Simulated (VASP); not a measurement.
# HfB2 (P6/mmm) in VASP: vibrations by perturbation theory with LDA

Aim: the vibrations by perturbation theory of HfB2 with LDA.

Program: VASP 6.6.1. These are calculated values, not measurements. Logs are shortened: lines on timing, memory, paths and dates and some standing lists are left out, and cuts for length are marked.

## (1) The cell of the first run

It takes space group P6/mmm (No. 191, hexagonal). The conventional cell has a = 3.104 Å, b = 3.104 Å, c = 3.421 Å, α = 90.00°, β = 90.00°, γ = 120.00°. Within 3.5 Å of Hf (site symmetry 6/mmm) lie 12 B at 2.48 Å and 8 Hf at 3.10 to 3.42 Å. Within 2.5 Å of B (site symmetry -6m2) lie 3 B at 1.79 Å and 6 Hf at 2.48 Å.

## (2) Vibrations by perturbation theory, LDA

INCAR

```
SYSTEM = HfB2
PREC     = Accurate       ! precision mode
ENCUT    = 500            ! plane-wave cutoff, eV
EDIFF    = 1E-8           ! SCF threshold, eV
ISMEAR   = -1             ! smearing method
SIGMA    = 0.15           ! smearing width, eV
LREAL    = .FALSE.        ! projectors in reciprocal space
LASPH    = .TRUE.         ! aspherical terms in the spheres
NELM     = 120            ! most SCF steps
ALGO     = Normal         ! electronic algorithm
ISIF     = 2              ! what is computed and relaxed
LWAVE    = .FALSE.        ! write WAVECAR
LCHARG   = .FALSE.        ! write CHGCAR
IBRION   = 8              ! ionic algorithm
NSW      = 1              ! ionic steps
GGA_COMPAT= .FALSE.
```

KPOINTS

```
Automatic mesh
0
G
  15 15 10
  0 0 0
```

POSCAR

```
HfB2
1.0
    3.1036870667      0.0000000000      0.0000000000
   -1.5518435333      2.6878718451      0.0000000000
    0.0000000000      0.0000000000      3.4210505208
Hf B
1 2
Direct
    0.0000000000      0.0000000000      0.0000000000
    0.3333333333      0.6666666667      0.5000000000
    0.6666666667      0.3333333333      0.5000000000
```

Potentials or basis: VASP PAW LDA potentials, release 64 (Hf_pv, B).

Launch:

```
cat potpaw_LDA.64/Hf_pv/POTCAR potpaw_LDA.64/B/POTCAR > POTCAR
mpirun -np 1 vasp_std > vasp.out
```

OUTCAR:

```text
SYSTEM = HfB2
   PREC = Accurate
   ENCUT = 500
   EDIFF = 1E-8
   ISMEAR = -1
   LREAL = .FALSE.
   LASPH = .TRUE.
   NELM = 120
   ISIF = 2
   IBRION = 8
   NSW = 1

 ion  position               nearest neighbor table
   1  0.000  0.000  0.000-   2 2.48   3 2.48   2 2.48   3 2.48   2 2.48   2 2.48   3 2.48   3 2.48
                             3 2.48   3 2.48   2 2.48   2 2.48
   2  0.333  0.667  0.500-   3 1.79   3 1.79   3 1.79   1 2.48   1 2.48   1 2.48   1 2.48   1 2.48
                             1 2.48
   3  0.667  0.333  0.500-   2 1.79   2 1.79   2 1.79   1 2.48   1 2.48   1 2.48   1 2.48   1 2.48
                             1 2.48

  LATTYP: Found a hexagonal cell.
 ALAT       =     3.1036870667
 C/A-ratio  =     1.1022536897

  Lattice vectors:

 A1 = (   3.1036870667,   0.0000000000,   0.0000000000)
 A2 = (  -1.5518435333,   2.6878718451,   0.0000000000)
 A3 = (   0.0000000000,   0.0000000000,   3.4210505208)

Analysis of symmetry for initial positions (statically):
=====================================================================
 Subroutine PRICEL returns:
 Original cell was already a primitive cell.

 Routine SETGRP: Setting up the symmetry group for a
 hexagonal supercell.

 Subroutine GETGRP returns: Found 24 space group operations
 (whereof 24 operations were pure point group operations)
 out of a pool of 24 trial point group operations.

The static configuration has the point symmetry D_6h.

Analysis of symmetry for dynamics (positions and initial velocities):
=====================================================================
 Subroutine PRICEL returns:
 Original cell was already a primitive cell.

 Routine SETGRP: Setting up the symmetry group for a
 hexagonal supercell.

 Subroutine GETGRP returns: Found 24 space group operations
 (whereof 24 operations were pure point group operations)
 out of a pool of 24 trial point group operations.

The dynamic configuration has the point symmetry D_6h.

 Subroutine INISYM returns: Found 24 space group operations
 (whereof 24 operations are pure point group operations),
 and found     1 'primitive' translations

----------------------------------------------------------------------------------------

                                     Primitive cell

  volume of cell :      28.5395

  direct lattice vectors                    reciprocal lattice vectors
     3.103687067  0.000000000  0.000000000     0.322197431  0.186020774  0.000000000
    -1.551843533  2.687871845  0.000000000     0.000000000  0.372041547  0.000000000
     0.000000000  0.000000000  3.421050521     0.000000000  0.000000000  0.292307873

  length of vectors
     3.103687067  3.103687067  3.421050521     0.372041547  0.372041547  0.292307873

  position of ions in fractional coordinates (direct lattice)
     0.000000000  0.000000000  0.000000000
     0.333333333  0.666666667  0.500000000
     0.666666667  0.333333333  0.500000000

  ion indices of the primitive-cell ions
   primitive index   ion index
                 1           1
                 2           2
                 3           3

----------------------------------------------------------------------------------------

 KPOINTS: Automatic mesh

Automatic generation of k-mesh.
 Grid dimensions read from file:
 generate k-points for:   15   15   10

 Generating k-lattice:

  Cartesian coordinates                     Fractional coordinates (reciprocal lattice)
     0.021479829  0.012401385  0.000000000     0.066666667  0.000000000  0.000000000
     0.000000000  0.024802770  0.000000000     0.000000000  0.066666667  0.000000000
     0.000000000  0.000000000  0.029230787     0.000000000  0.000000000  0.100000000

[... 102 lines left out ...]
  free energy    TOTEN  =       -28.96318199 eV

  energy without entropy =      -28.94560681  energy(sigma->0) =      -28.95439440

 E-fermi :   7.9673     XC(G=0): -12.9109

 val. band max:        7.9048083535   @ k =   0.0667   0.0667   0.5000
 cond. band min:       8.0008097020   @ k =   0.4000   0.1333   0.0000
 fundamental gap:      0.0960013485
 Fermi energy:         7.9673252873

 k-point     1 :       0.0000    0.0000    0.0000
  band No.  band energies     occupation
      1     -22.3680      2.00000
      2     -21.8100      2.00000
      3     -21.8100      2.00000
      4      -5.7982      2.00000
      5       4.9028      2.00000
      6       4.9773      2.00000
      7       4.9773      2.00000
      8       5.3632      2.00000
      9      12.1270      0.00000
     10      12.1270      0.00000
     11      12.8508      0.00000
     12      12.8508      0.00000
[... 331 lines left out ...]
 k-point    24 :       0.4000    0.2000    0.0000
  band No.  band energies     occupation
      1     -22.5867      2.00000
      2     -22.2123      2.00000
      3     -22.1992      2.00000
      4      -1.1589      2.00000
      5      -0.6311      2.00000
      6       1.8854      2.00000
      7       4.3348      2.00000
      8       6.9180      1.99817
      9       7.7171      1.68274
     10      11.0877      0.00000
     11      12.7372      0.00000
     12      15.1443      0.00000

 [... further k-points ...]
[... 5 lines left out ...]
  --------------------------------------------------------------------------------------
  -------------------------------------------------------------------------------------
  Total        0.0924549      0.0924549      0.1908617      0.0000000     -0.0000000      0.0000000
  in kB        5.1903244      5.1903244     10.7147827      0.0000000     -0.0000000      0.0000000
  external PRESSURE =       7.0318105 kB  Pullay stress =       0.0000000 kB

 VOLUME and BASIS-vectors are now :
 -----------------------------------------------------------------------------
  energy-cutoff  :      500.00
  volume of cell :       28.54
      direct lattice vectors                 reciprocal lattice vectors
     3.103687067  0.000000000  0.000000000     0.322197431  0.186020774  0.000000000
    -1.551843533  2.687871845  0.000000000     0.000000000  0.372041547  0.000000000
     0.000000000  0.000000000  3.421050521     0.000000000  0.000000000  0.292307873

 POSITION                                       TOTAL-FORCE (eV/Angst)
 -----------------------------------------------------------------------------------
      0.00000      0.00000      0.00000         0.000000      0.000000      0.000000
     -0.00000      1.79191      1.71053         0.000000      0.000000     -0.000000
      1.55184      0.89596      1.71053        -0.000000     -0.000000      0.000000
 -----------------------------------------------------------------------------------
    total drift:                               -0.000000      0.000000      0.000000

  FREE ENERGIE OF THE ION-ELECTRON SYSTEM (eV)
  ---------------------------------------------------
  free  energy   TOTEN  =       -28.9631819897 eV

  energy  without entropy=      -28.9456068088  energy(sigma->0) =      -28.95439440

[... ionic steps 2 to 3 ...]

--------------------------------------- Ionic step        4  -------------------------------------------

------------------------ aborting loop because EDIFF is reached ----------------------------------------
[... 11 lines left out ...]
[... ionic steps 8 to 8 ...]

--------------------------------------- Ionic step        9  -------------------------------------------

 Free energy of the ion-electron system (eV)
  ---------------------------------------------------
  ---------------------------------------------------
  free energy    TOTEN  =        -0.04632946 eV

  energy without entropy =       -0.04632946

------------------------ aborting loop because EDIFF is reached ----------------------------------------

 INTERNAL STRAIN TENSOR  FOR ION    2  DIRECTION 3   (eV/Angst):
 -----------------------------------------------------------------------------
    -0.00064  0.00000 -0.00000
    -0.00000 -0.00064 -0.00000
     0.00000 -0.00000 -0.00002

 INTERNAL STRAIN TENSOR FOR ION    3 for displacements in x,y,z  (eV/Angst):
          X           Y           Z          XY          YZ          ZX
  --------------------------------------------------------------------------------
  x    -0.00000     0.00000     0.00000    -0.95393     0.00000     0.00000
  y    -0.95393     0.95393     0.00000     0.00000     0.00000     0.00000
  z     0.00000     0.00000     0.00000     0.00000     0.00000     0.00000

 SECOND DERIVATIVES (NOT SYMMETRIZED)
 ------------------------------------
               1X          1Y          1Z          2X          2Y          2Z          3X          3Y          3Z
  1X   -15.006397   -0.000000    0.000000    7.503198    0.000000    0.000000    7.503198    0.000000    0.000000
  1Y    -0.000000  -15.006397    0.000000    0.000000    7.503198    0.000000    0.000000    7.503198    0.000000
  1Z     0.000000   -0.000000  -16.828376    0.000000    0.000000    8.414188    0.000000    0.000000    8.414188
  2X     7.508124    0.000000    0.000000  -17.612605   -0.000000    0.000000   10.104481    0.000000    0.000000
  2Y     0.000000    7.508124    0.000000   -0.000000  -17.612605    0.000000    0.000000   10.104481    0.000000
  2Z     0.000000    0.000000    8.411082    0.000000    0.000000  -10.815270   -0.000000    0.000000    2.404188
  3X     7.508124    0.000000    0.000000   10.104481    0.000000    0.000000  -17.612605   -0.000000    0.000000
  3Y     0.000000    7.508124    0.000000    0.000000   10.104481    0.000000   -0.000000  -17.612605    0.000000
  3Z     0.000000    0.000000    8.411082   -0.000000    0.000000    2.404188    0.000000    0.000000  -10.815270

 Eigenvectors and eigenvalues of the dynamical matrix
 ----------------------------------------------------

   1 f  =   25.031771 THz   157.279255 2PiTHz  834.969998 cm-1   103.523039 meV
             X         Y         Z           dx          dy          dz
      0.000000  0.000000  0.000000    -0.000000    0.000000   -0.000000
     -0.000000  1.791915  1.710525    -0.664283   -0.242339    0.000000
      1.551844  0.895957  1.710525     0.664283    0.242339    0.000000
[... 43 lines left out ...]
   9 f/i=    0.001405 THz     0.008827 2PiTHz    0.046859 cm-1     0.005810 meV
             X         Y         Z           dx          dy          dz
      0.000000  0.000000  0.000000    -0.060904   -0.942499   -0.000000
     -0.000000  1.791915  1.710525    -0.014984   -0.231881   -0.000000
      1.551844  0.895957  1.710525    -0.014984   -0.231881   -0.000000

--------------------------------------------------------------------------------------------------------

 ELASTIC MODULI CONTR FROM IONIC RELAXATION (kBar)
 Direction    XX          YY          ZZ          XY          YZ          ZX
 --------------------------------------------------------------------------------
 XX          -3.6862      3.6862      0.0000     -0.0000      0.0000      0.0000
 YY           3.6862     -3.6862      0.0000     -0.0000      0.0000      0.0000
 ZZ           0.0000      0.0000     -0.0000      0.0000      0.0000      0.0000
 XY          -0.0000     -0.0000      0.0000     -3.6862      0.0000      0.0000
 YZ           0.0000      0.0000      0.0000      0.0000      0.0000      0.0000
 ZX           0.0000      0.0000      0.0000      0.0000      0.0000      0.0000
 --------------------------------------------------------------------------------
```

Run time: 14 min. Hardware: 1 thread of Intel Xeon 8259CL, shared host; peak memory 0.57 GiB.

What came out:

```
Highest phonon frequency at Γ : 835 cm⁻¹
```

Phonon frequencies in cm⁻¹ (negative: imaginary):
| q point | frequencies |
| --- | --- |
| (0.000, 0.000, 0.000) | 0 0 0 460 460 487 577 835 835 |

Caveat: spin-orbit coupling is left out, which moves the levels of the heavy elements.
